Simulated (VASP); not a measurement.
Here is a VASP 6.6.1 calculation.

INCAR

```
SYSTEM = Ti3H
PREC = Accurate
ENCUT = 520
EDIFF = 1E-7
ISMEAR = 0
SIGMA = 0.1
LREAL = .FALSE.
LASPH = .TRUE.
NELM = 60
ALGO = Normal
ISIF = 2
LWAVE = .FALSE.
LCHARG = .TRUE.
LDIPOL = .TRUE.
IDIPOL = 3
DIPOL = 0.5 0.5 0.334
GGA = PE
LELF = .TRUE.
LVHAR = .TRUE.
LVACPOTAV = .TRUE.
NBANDS = 26
```

Contents of KPOINTS:

```
regular mesh
0
G
  10 10 1
  0 0 0
```

The input POSCAR:

```
Ti3H
1.0
    2.8193504947      0.0000000000      0.0000000000
   -0.9397834982      2.6581091378      0.0000000000
    0.0000000000      0.0000000000     21.3259744853
Ti H
3 1
Direct
    0.5000000000      0.5000000000      0.1875646997
    0.0000000000      0.0000000000      0.2892724347
    0.5000000000      0.5000000000      0.3904147260
    0.8333333333      0.8333333333      0.4696608116
```

Potentials or basis: VASP PAW PBE potentials, release 64 (Ti_sv, H).

The run is started by

```console
$ cat potpaw_PBE.64/Ti_sv/POTCAR potpaw_PBE.64/H/POTCAR > POTCAR
$ mpirun -np 1 vasp_std > vasp.out
```

Question: Estimate the band gap on the k mesh.

Answer: Zero (an odd number of electrons rules out a gap without spin polarisation).

Question: Predict the largest force.

Answer: 1.775 eV/Å.

Forces in eV/Å, atoms in the order of the input:
```
Ti  -0.019 -0.027 -0.065
Ti   0.093  0.131 -0.246
Ti  -0.324 -0.459  1.684
H    0.250  0.354 -1.373
```
